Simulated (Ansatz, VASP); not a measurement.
# AlRu: VASP beside Ansatz

```xyz
2
Lattice="0.0000 2.3141 2.3141 2.3141 0.0000 2.3141 2.3141 2.3141 0.0000" Properties=species:S:1:pos:R:3 pbc="T T T"
Ru    0.0000    0.0000    0.0000
Al    2.3141    2.3141    2.3141
```

Change from the starting cell: volume scaled by 0.8, PAW files.

Alike in both runs: task single point; functional PBE; k mesh 14 × 14 × 14; occupations fermi-dirac, width 0.1 eV; no spin polarisation.

```csv
,VASP,Ansatz
version,VASP 6.6.1,Ansatz 0.2.0
potentials or method,"VASP PAW PBE potentials, release 64 (Ru_pv, Al)","PAW with Ansatz's default frozen-core files, scalar-relativistic"
plane-wave cutoff (eV),520,420
valence electrons in the cell,17,19
```

Ansatz gave:

- pressure (GPa): 51.0

Question: What did VASP give for the same quantities?

Answer: Pressure (GPa): 51.3.

Both programs put the cell under a high pressure, so it lies far from rest at this level. VASP's potentials hold 17 valence electrons a cell and Ansatz's 19, so a difference there can come from the potentials and not from the codes.
